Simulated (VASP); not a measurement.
Set up this calculation in VASP 6.6.1, as the native input.

| Quantity | Value |
| --- | --- |
| Task | single point |
| Functional | r2SCAN |
| Potentials or basis | VASP PAW PBE potentials, release 64 (C) |
| Cutoff | 520 eV |
| k mesh | 12 × 12 × 4 |
| Occupations | gaussian, width 0.05 eV |
| Spin | no spin polarisation |
| Dipole correction | no |
| Further INCAR settings | ALGO = Normal; EDIFF = 1e-06; NBANDS = 26 |

C:

```
CELL_PARAMETERS angstrom
2.53494 0.00000 0.00000
-1.26747 2.19532 0.00000
0.00000 0.00000 8.28032
ATOMIC_POSITIONS crystal
C 0.00000 0.00000 0.09293
C 0.00000 0.00000 0.59293
C 0.00000 0.00000 0.40707
C 0.00000 0.00000 0.90707
C 0.33333 0.66667 0.15550
C 0.66667 0.33333 0.65550
C 0.33333 0.66667 0.34450
C 0.66667 0.33333 0.84450
```

This cell differs from its parent crystal: strain +0.0100 x Voigt [1, 1, 0, 0, 0, 0].

The input as run:

POSCAR

```
C
1.0
    2.5349380856      0.0000000000      0.0000000000
   -1.2674690428      2.1953207791      0.0000000000
    0.0000000000      0.0000000000      8.2803246060
C
8
Direct
    0.0000000000      0.0000000000      0.0929334766
    0.0000000000      0.0000000000      0.5929334766
    0.0000000000      0.0000000000      0.4070665234
    0.0000000000      0.0000000000      0.9070665234
    0.3333333333      0.6666666667      0.1554962099
    0.6666666667      0.3333333333      0.6554962099
    0.3333333333      0.6666666667      0.3445037901
    0.6666666667      0.3333333333      0.8445037901
```

INCAR.step1

```
ALGO = Normal
EDIFF = 1E-4
ENCUT = 520
GGA = PE
ISMEAR = 0
LASPH = T
LCHARG = F
LREAL = F
LWAVE = T
NBANDS = 26
NELM = 60
PREC = Accurate
SIGMA = 0.05
```

INCAR.step2

```
ALGO = Normal
EDIFF = 1E-6
ENCUT = 520
ISIF = 2
ISMEAR = 0
ISTART = 1
LASPH = T
LCHARG = F
LMIXTAU = T
LREAL = F
LWAVE = F
METAGGA = R2SCAN
NBANDS = 26
NELM = 60
PREC = Accurate
SIGMA = 0.05
```

KPOINTS

```
k-points
0
Gamma
  12 12 4
```

Potentials or basis: VASP PAW PBE potentials, release 64 (C).

Run with:

```console
$ cat potpaw_PBE.64/C/POTCAR > POTCAR
$ cp INCAR.step1 INCAR
$ mpirun -np 1 vasp_std > vasp.out
$ cp INCAR.step2 INCAR
$ mpirun -np 1 vasp_std > vasp.out
```

Results of the run:

```yaml
Pressure: -7.6 GPa
Largest_force: 0.027 eV/Å
Band_gap_on_the_k_mesh: 4.61 eV (least direct gap 5.39 eV)
```

Caveat: the cell differs from its parent crystal (strain +0.0100 x Voigt [1, 1, 0, 0, 0, 0]); the stress differs along the axes, from -12 to 0 GPa; the PAW data sets were made with another functional, which shifts forces and pressure a little.

It took 2.3 min on 1 thread of Intel(R) Xeon(R) Platinum 8488C (Sapphire Rapids), with other jobs on the host, peak memory 0.19 GiB.
